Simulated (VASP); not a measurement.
# ZnSe (F-43m) in VASP: a series of runs, part 2 of 2

VASP 6.6.1. Earlier steps stand in the parts before.

### Step 3. Single point, LDA

This run uses another cell than the first one, of 21.57 Å³/atom, 0.949 times its volume.

File INCAR:

```
SYSTEM = ZnSe
ALGO = Normal
EDIFF = 1E-6
ENCUT = 520
GGA = CA
ISIF = 2
ISMEAR = 0
LASPH = .TRUE.
LCHARG = .FALSE.
LREAL = .FALSE.
LWAVE = .FALSE.
NBANDS = 16
NELM = 100
PREC = Accurate
SIGMA = 0.02
```

File KPOINTS:

```
k-points
0
G
  8 8 8
  0 0 0
```

File POSCAR:

```
ZnSe
1.0
    0.0000000000      2.7837636437      2.7837636437
    2.7837636437      0.0000000000      2.7837636437
    2.7837636437      2.7837636437      0.0000000000
Zn Se
1 1
Direct
    0.0000000000      0.0000000000      0.0000000000
    0.2500000000      0.2500000000      0.2500000000
```

Potentials or basis: VASP PAW LDA potentials, release 64 (Zn, Se).

On the command line:

```
> cat potpaw_LDA.64/Zn/POTCAR potpaw_LDA.64/Se/POTCAR > POTCAR
> mpirun -np 1 vasp_std > vasp.out
```

OUTCAR:

```text
SYSTEM = ZnSe
   EDIFF = 1E-6
   ENCUT = 520
   GGA = CA
   ISIF = 2
   ISMEAR = 0
   LASPH = .TRUE.
   LREAL = .FALSE.
   NELM = 100
   PREC = Accurate

 ion  position               nearest neighbor table
   1  0.000  0.000  0.000-   2 2.41   2 2.41   2 2.41   2 2.41
   2  0.250  0.250  0.250-   1 2.41   1 2.41   1 2.41   1 2.41

  LATTYP: Found a face centered cubic cell.
 ALAT       =     5.5675272874

  Lattice vectors:

 A1 = (   0.0000000000,   2.7837636437,   2.7837636437)
 A2 = (   2.7837636437,   0.0000000000,   2.7837636437)
 A3 = (   2.7837636437,   2.7837636437,   0.0000000000)

Analysis of symmetry for initial positions (statically):
=====================================================================
 Subroutine PRICEL returns:
 Original cell was already a primitive cell.

 Routine SETGRP: Setting up the symmetry group for a
 face centered cubic supercell.

 Subroutine GETGRP returns: Found 24 space group operations
 (whereof 24 operations were pure point group operations)
 out of a pool of 48 trial point group operations.

The static configuration has the point symmetry T_d .

Analysis of symmetry for dynamics (positions and initial velocities):
=====================================================================
 Subroutine PRICEL returns:
 Original cell was already a primitive cell.

 Routine SETGRP: Setting up the symmetry group for a
 face centered cubic supercell.

 Subroutine GETGRP returns: Found 24 space group operations
 (whereof 24 operations were pure point group operations)
 out of a pool of 48 trial point group operations.

The dynamic configuration has the point symmetry T_d .

 Subroutine INISYM returns: Found 24 space group operations
 (whereof 24 operations are pure point group operations),
 and found     1 'primitive' translations

----------------------------------------------------------------------------------------

                                     Primitive cell

  volume of cell :      43.1447

  direct lattice vectors                    reciprocal lattice vectors
     0.000000000  2.783763644  2.783763644    -0.179612950  0.179612950  0.179612950
     2.783763644  0.000000000  2.783763644     0.179612950 -0.179612950  0.179612950
     2.783763644  2.783763644  0.000000000     0.179612950  0.179612950 -0.179612950

  length of vectors
     3.936836299  3.936836299  3.936836299     0.311098755  0.311098755  0.311098755

  position of ions in fractional coordinates (direct lattice)
     0.000000000  0.000000000  0.000000000
     0.250000000  0.250000000  0.250000000

  ion indices of the primitive-cell ions
   primitive index   ion index
                 1           1
                 2           2

----------------------------------------------------------------------------------------

 KPOINTS: k-points

Automatic generation of k-mesh.
 Grid dimensions read from file:
 generate k-points for:    8    8    8

 Generating k-lattice:

  Cartesian coordinates                     Fractional coordinates (reciprocal lattice)
    -0.022451619  0.022451619  0.022451619     0.125000000  0.000000000  0.000000000
     0.022451619 -0.022451619  0.022451619     0.000000000  0.125000000  0.000000000
     0.022451619  0.022451619 -0.022451619     0.000000000  0.000000000  0.125000000

  Length of vectors
     0.038887344  0.038887344  0.038887344

  Shift w.r.t. Gamma in fractional coordinates (k-lattice)
     0.000000000  0.000000000  0.000000000

 Subroutine IBZKPT returns following result:
 ===========================================

 Found     29 irreducible k-points:

 Following reciprocal coordinates:
            Coordinates               Weight
  0.000000  0.000000  0.000000      1.000000
  0.125000  0.000000  0.000000      8.000000
  0.250000  0.000000  0.000000      8.000000
  0.375000  0.000000  0.000000      8.000000
  0.500000  0.000000  0.000000      4.000000
  0.125000  0.125000  0.000000      6.000000
[... 16 lines left out ...]
  0.500000  0.250000  0.125000     48.000000
 -0.375000  0.250000  0.125000     24.000000
 [... further k-points ...]
   k-points           NKPTS =     29   k-points in BZ     NKDIM =     29   number of bands    NBANDS=     16
   number of dos      NEDOS =    301   number of ions     NIONS =      2
   total plane-waves  NPLWV =  27000
   dimension x,y,z NGX =    30 NGY =   30 NGZ =   30
   dimension x,y,z NGXF=    60 NGYF=   60 NGZF=   60
   ions per type =               1   1
   NGX,Y,Z   is equivalent  to a cutoff of  12.67, 12.67, 12.67 a.u.
   NGXF,Y,Z  is equivalent  to a cutoff of  25.34, 25.34, 25.34 a.u.
 SYSTEM =  ZnSe
   PREC   = accura    normal or accurate (medium, high low for compatibility)
   ISTART =      0    job   : 0-new  1-cont  2-samecut
   ICHARG =      2    charge: 1-file 2-atom 10-const
   ISPIN  =      1    spin polarized calculation?
   LNONCOLLINEAR =      F non collinear calculations
   LSORBIT =      F    spin-orbit coupling
   LASPH  =      T    aspherical Exc in radial PAW
   ENCUT  =  520.0 eV  38.22 Ry    6.18 a.u.   7.32  7.32  7.32*2*pi/ulx,y,z
   NELM   =    100;   NELMIN=  2; NELMDL= -5     # of ELM steps
   EDIFF  = 0.1E-05   stopping-criterion for ELM
   LREAL  =      F    real-space projection
   EDIFFG = 0.1E-04   stopping-criterion for IOM
   NSW    =      0    number of steps for IOM
   IBRION =     -1    ionic relax: 0-MD 1-quasi-New 2-CG
   NFREE  =      0    steps in history (QN), initial steepest desc. (CG)
   ISIF   =      2    stress and relaxation
   ISYM   =      2    0-nonsym 1-usesym 2-fastsym
   POTIM  = 0.5000    time-step for ionic-motion
   TEBEG  =    0.0;   TEEND  =   0.0 temperature during run
   PSTRESS=    0.0 pullay stress
   NELECT =      18.0000    total number of electrons
   NUPDOWN=      -1.0000    fix difference up-down
   EMIN   =  10.00;   EMAX   =-10.00  energy-range for DOS
   EFERMI =   0.00;   METHOD = LEGACY
   ISMEAR =     0;   SIGMA  =   0.02  broadening in eV -4-tet -1-fermi 0-gaus
   EFERMI_NEDOS =   21; number of points for ismear=-14 and -15
   IALGO  =     38    algorithm
   IMIX   =      4    mixing-type and parameters
     AMIX     =   0.40;   BMIX     =  1.00
     AMIX_MAG =   1.60;   BMIX_MAG =  1.00
  volume/ion in A,a.u.               =      21.57       145.58
  Fermi-wavevector in a.u.,A,eV,Ry     =   1.223273  2.311650 20.359707  1.496396
  Thomas-Fermi vector in A             =   2.358390
   LORBIT       =      0    0 simple, 1 ext, 2 COOP (PROOUT), +10 PAW based schemes
   GGA     = CA    functional components
   LHFCALC =     F    Hartree Fock is set to
   AEXX    =    0.0000 exact exchange contribution
   IVDW    =     0    specifies the selected vdW correction
   LEPSILON=     F    determine dielectric tensor
   LRPA    =     F    only Hartree local field effects (RPA)
 non-spin polarized calculation
 Gauss-broadening in eV      SIGMA  =   0.02
  energy-cutoff  :      520.00
  volume of cell :       43.14
 maximum number of plane-waves:      1211
 NGX is ok and might be reduce to    30
   NGX = 15   NGY = 15   NGZ = 15

 number of electron      17.9999987 magnetization

 Free energy of the ion-electron system (eV)
  ---------------------------------------------------
  ext. energy  EPLUGINS =         0.00000000
  ---------------------------------------------------
  free energy    TOTEN  =        -7.37172205 eV

  energy without entropy =       -7.37172205  energy(sigma->0) =       -7.37172205

 E-fermi :   2.1082     XC(G=0):  -9.9380

 val. band max:        1.9919816119   @ k =   0.0000   0.0000   0.0000
 cond. band min:       3.2817499256   @ k =   0.0000   0.0000   0.0000
 fundamental gap:      1.2897683137
 Fermi energy:         2.1082121581

 k-point     1 :       0.0000    0.0000    0.0000
  band No.  band energies     occupation
      1     -11.6548      2.00000
      2      -4.8938      2.00000
      3      -4.8938      2.00000
      4      -4.8938      2.00000
      5      -4.4852      2.00000
      6      -4.4852      2.00000
[... 8 lines left out ...]
     15      13.5824      0.00000
     16      13.5824      0.00000
[... 419 lines left out ...]
 k-point    24 :      -0.3750    0.2500    0.1250
  band No.  band energies     occupation
      1     -10.6167      2.00000
      2      -4.7848      2.00000
      3      -4.7396      2.00000
      4      -4.5261      2.00000
      5      -4.4781      2.00000
      6      -4.2461      2.00000
[... 8 lines left out ...]
     15      14.7904      0.00000
     16      15.6713      0.00000

 [... further k-points ...]

------------------------ aborting loop because EDIFF is reached ----------------------------------------

  FORCE on cell =-STRESS in cart. coord.  units (eV):
  Direction    XX          YY          ZZ          XY          YZ          ZX
  --------------------------------------------------------------------------------------
  -------------------------------------------------------------------------------------
  Total        0.0991199      0.0991199      0.0991199     -0.0000000     -0.0000000     -0.0000000
  in kB        3.6808185      3.6808185      3.6808185     -0.0000000     -0.0000000     -0.0000000
  external PRESSURE =       3.6808185 kB  Pullay stress =       0.0000000 kB

 VOLUME and BASIS-vectors are now :
 -----------------------------------------------------------------------------
  energy-cutoff  :      520.00
  volume of cell :       43.14
      direct lattice vectors                 reciprocal lattice vectors
     0.000000000  2.783763644  2.783763644    -0.179612950  0.179612950  0.179612950
     2.783763644  0.000000000  2.783763644     0.179612950 -0.179612950  0.179612950
     2.783763644  2.783763644  0.000000000     0.179612950  0.179612950 -0.179612950

 POSITION                                       TOTAL-FORCE (eV/Angst)
 -----------------------------------------------------------------------------------
      0.00000      0.00000      0.00000        -0.000000     -0.000000     -0.000000
      1.39188      1.39188      1.39188         0.000000      0.000000      0.000000
 -----------------------------------------------------------------------------------
    total drift:                               -0.000000     -0.000000      0.000000

  FREE ENERGIE OF THE ION-ELECTRON SYSTEM (eV)
  ---------------------------------------------------
  free  energy   TOTEN  =        -7.3717220537 eV

  energy  without entropy=       -7.3717220537  energy(sigma->0) =       -7.37172205
```

It took 28 s on 1 thread of Intel Xeon 8259CL, shared host; peak memory 0.16 GiB.

What came out:

```yaml
Free_energy: -7.3717 eV
Pressure: 0.4 GPa
Band_gap_on_the_k_mesh: 1.29 eV, direct
```

Levels at points of the mesh, in eV from the valence-band top:
```csv
k point,band 5,band 6,band 7,band 8,band 9,band 10,band 11,band 12,band 13,band 14
"(0.00, 0.00, 0.00)",-6.48,-6.48,0.00,0.00,0.00,1.29,5.68,5.68,5.68,9.86
"(0.50, 0.00, 0.00)",-6.46,-6.30,-5.64,-0.96,-0.96,2.47,6.27,6.27,8.49,11.01
"(0.50, 0.50, 0.00)",-6.42,-6.28,-5.07,-2.40,-2.40,2.69,3.31,10.93,11.46,11.46
```

### Step 4. Relaxation of cell and atoms, LDA

File INCAR:

```
SYSTEM = ZnSe
ALGO = Normal ; EDIFF = 1E-7
EDIFFG = -0.005 ; ENCUT = 600
IBRION = 2 ; ISIF = 3
ISMEAR = 0 ; LASPH = .TRUE.
LCHARG = .FALSE. ; LREAL = .FALSE.
LWAVE = .FALSE. ; NELM = 100
NSW = 100 ; PREC = Accurate
SIGMA = 0.02
```

KPOINTS is that of step 3.

File POSCAR:

```
ZnSe
1.0
    0.0000000000      2.8324425400      2.8324425400
    2.8324425400      0.0000000000      2.8324425400
    2.8324425400      2.8324425400      0.0000000000
Zn Se
1 1
Direct
    0.0000000000      0.0000000000      0.0000000000
    0.2500000000      0.2500000000      0.2500000000
```

On the command line:

```
> cat potpaw_LDA.64/Zn/POTCAR potpaw_LDA.64/Se/POTCAR > POTCAR
> mpirun -np 1 vasp_std > vasp.out
```

Wall time 46 s (1 thread of Intel Xeon 8259CL, shared host); peak memory 0.17 GiB.

Results (log left out):

```
Free energy                            : -7.3723 eV
Relaxed volume                         : 21.67 Å³/atom
Relaxed cell                           : a = 3.943 Å, b = 3.943 Å, c = 3.943 Å, α = 60.00°, β = 60.00°, γ = 60.00°
Space group after relaxing (to 0.05 Å) : F-43m (No. 216)
Energy gained by relaxing              : 10.4 meV/atom
Ionic steps                            : 3
Pressure after relaxing                : 0.0 GPa
Band gap on the k mesh                 : 1.27 eV, direct
```

Step by step:
| step | energy change (eV) | largest force (eV/Å) | pressure (GPa) | volume (Å³) |
| --- | --- | --- | --- | --- |
| 1 | 0.0000 | 0.0000 | -3.04 | 45.45 |
| 2 | -0.0184 | 0.0000 | 1.15 | 42.67 |
| 3 | -0.0208 | 0.0000 | 0.00 | 43.34 |

Final structure:
```
CELL_PARAMETERS angstrom
0.00000 2.78806 2.78806
2.78806 0.00000 2.78806
2.78806 2.78806 0.00000
ATOMIC_POSITIONS crystal
Zn 0.00000 0.00000 0.00000
Se 0.25000 0.25000 0.25000
```

Levels at points of the mesh, in eV from the valence-band top:
| k point | band 6 | band 7 | band 8 | band 9 | band 10 | band 11 | band 12 | band 13 |
| --- | --- | --- | --- | --- | --- | --- | --- | --- |
| (0.00, 0.00, 0.00) | -6.46 | 0.00 | 0.00 | 0.00 | 1.27 | 5.69 | 5.69 | 5.69 |
| (0.50, 0.00, 0.00) | -6.29 | -5.61 | -0.95 | -0.95 | 2.46 | 6.27 | 6.27 | 8.48 |
| (0.50, 0.50, 0.00) | -6.26 | -5.05 | -2.38 | -2.38 | 2.70 | 3.32 | 10.89 | 11.43 |

### Step 5. The runs side by side

| task | cell | k mesh | cutoff (eV) | smearing | gap on the mesh (eV) | pressure (GPa) |
| --- | --- | --- | --- | --- | --- | --- |
| single point | a = 4.006 Å, angles 60.0°, 2 atoms | 6 × 6 × 6 | 520 | gaussian 0.1 eV | 1.07 | -3.0 |
| single point | a = 3.937 Å, angles 60.0°, 2 atoms | 8 × 8 × 8 | 520 | gaussian 0.02 eV | 1.29 | 0.4 |
| relaxation of cell and atoms | relaxed from a = 4.006 Å, angles 60.0°, 2 atoms | 8 × 8 × 8 | 600 | gaussian 0.02 eV | 1.27 | 0.0 |

Alike in all rows: level LDA; potentials or basis VASP PAW LDA potentials, release 64 (Zn, Se); no spin polarisation.

Total energies depend on the potentials used, so only differences within one code and one set of settings carry meaning.
